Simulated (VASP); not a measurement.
Here is a VASP 6.6.1 calculation.

File POSCAR:

```
SiO2
1.0
    4.0596331347      0.0000000000      0.0000000000
    0.0000000000      4.0596331347      0.0000000000
    0.0000000000      0.0000000000      2.7142416427
Si O
2 4
Direct
    0.0000000000      0.0000000000      0.0000000000
    0.5000000000      0.5000000000      0.5000000000
    0.3036854415      0.3036854415      0.0000000000
    0.1963145585      0.8036854415      0.5000000000
    0.8036854415      0.1963145585      0.5000000000
    0.6963145585      0.6963145585      0.0000000000
```

File INCAR.step1:

```
PREC = Accurate ; ENCUT = 520
EDIFF = 1E-5 ; ISMEAR = 0
SIGMA = 0.01 ; LREAL = F
LASPH = T ; NELM = 100
ALGO = Normal ; ISIF = 2
LWAVE = T ; LCHARG = F
GGA = PE ; NBANDS = 25
KPAR = 4
```

INCAR.step2

```
PREC = Accurate ; ENCUT = 520
EDIFF = 1E-6 ; ISMEAR = 0
SIGMA = 0.01 ; LREAL = F
LASPH = T ; NELM = 100
ALGO = Normal ; ISIF = 2
LWAVE = F ; LCHARG = F
GGA = PE ; LHFCALC = T
HFSCREEN = 0.2079 ; PRECFOCK = Fast
ISTART = 1 ; NBANDS = 25
KPAR = 4
```

KPOINTS

```
regular mesh
0
Gamma
  4 4 6
```

Potentials or basis: VASP PAW PBE potentials, release 64 (Si, O).

Command:

```bash
$ cat potpaw_PBE.64/Si/POTCAR potpaw_PBE.64/O/POTCAR > POTCAR
$ cp INCAR.step1 INCAR
$ mpirun -np 4 vasp_std > vasp.out
$ cp INCAR.step2 INCAR
$ mpirun -np 4 vasp_std > vasp.out
```

Predict the band gap on the k mesh.

8.23 eV.

Predict the pressure.

11.2 GPa.

What does it give for the largest force?

0.049 eV/Å.

Stress tensor (GPa, compression positive):
```
18.00  0.00  0.00
 0.00 18.00  0.00
 0.00  0.00 -2.42
```

Caveat: the cell differs from its parent crystal (epitaxial xy strain -3.0%); the stress differs along the axes, from -2 to 18 GPa; the structure was generated, so it needn't be the stable form of SiO2; the PAW data sets were made with another functional, which shifts forces and pressure a little.
